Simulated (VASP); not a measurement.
CdF2:

```
Cd F
1.0
     0.00000    2.68258    2.68258
     2.68258    0.00000    2.68258
     2.68258    2.68258    0.00000
Cd F
1 2
Direct
  0.00000 0.00000 0.00000
  0.25000 0.25000 0.25000
  0.75000 0.75000 0.75000
```

Base run:

```yaml
Program: VASP 6.6.1
Functional: r2SCAN
Potentials_or_basis: VASP PAW PBE potentials, release 64 (Cd_sv_GW, F)
Cutoff: 770 eV
k_mesh: 6 × 6 × 6
Occupations: gaussian, width 0.01 eV
Spin: no spin polarisation
```

Its results: band gap on the k mesh 3.86 eV (least direct gap 4.34 eV); pressure 1.1 GPa.

Task: The run is repeated on the same cell with these changes: functional from r2SCAN to HSE06; cutoff from 770 eV to 520 eV; k mesh from 6 × 6 × 6 to 4 × 4 × 4. What comes out?

Result: Band gap on the k mesh 5.24 eV (least direct gap 5.81 eV); pressure 1.5 GPa.

Several settings changed at once.

Caveats: some runs use coarse meshes; the PAW data sets were made with another functional, which shifts forces and pressure a little.

A k mesh can miss the band edges.
